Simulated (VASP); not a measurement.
A run of VASP 6.6.1:

INCAR

```
ALGO = Normal ; EDIFF = 1E-6
ENCUT = 520 ; GGA = PE
ISIF = 2 ; ISMEAR = 0
LASPH = True ; LCHARG = False
LREAL = False ; LWAVE = False
NBANDS = 26 ; NELM = 100
PREC = Accurate ; SIGMA = 0.1
```

KPOINTS

```
k-points
0
Gamma
  10 10 10
```

Contents of POSCAR:

```
Sr3O
1.0
    5.5732499693      0.0000000000      0.0000000000
    0.0000000000      5.5732499693      0.0000000000
    0.0000000000      0.0000000000      4.5826870904
Sr O
3 1
Direct
    0.0000000000      0.5000000000      0.5000000000
    0.5000000000      0.0000000000      0.5000000000
    0.5000000000      0.5000000000      0.0000000000
    0.0000000000      0.0000000000      0.0000000000
```

Potentials or basis: VASP PAW PBE potentials, release 64 (Sr_sv, O).

Command:

```bash
$ cat potpaw_PBE.64/Sr_sv/POTCAR potpaw_PBE.64/O/POTCAR > POTCAR
$ mpirun -np 1 vasp_std > vasp.out
```

Hardware: 1 thread of Intel(R) Xeon(R) Platinum 8259CL CPU @ 2.50GHz (Skylake/Cascade Lake) (shared host).

Q: How long does it take, and how much memory?

A: Run time: 6.9 min on 1 thread of Intel(R) Xeon(R) Platinum 8259CL CPU @ 2.50GHz (Skylake/Cascade Lake), on a shared host, peak memory 0.51 GiB. Counts: scf iterations 15, k points 126.
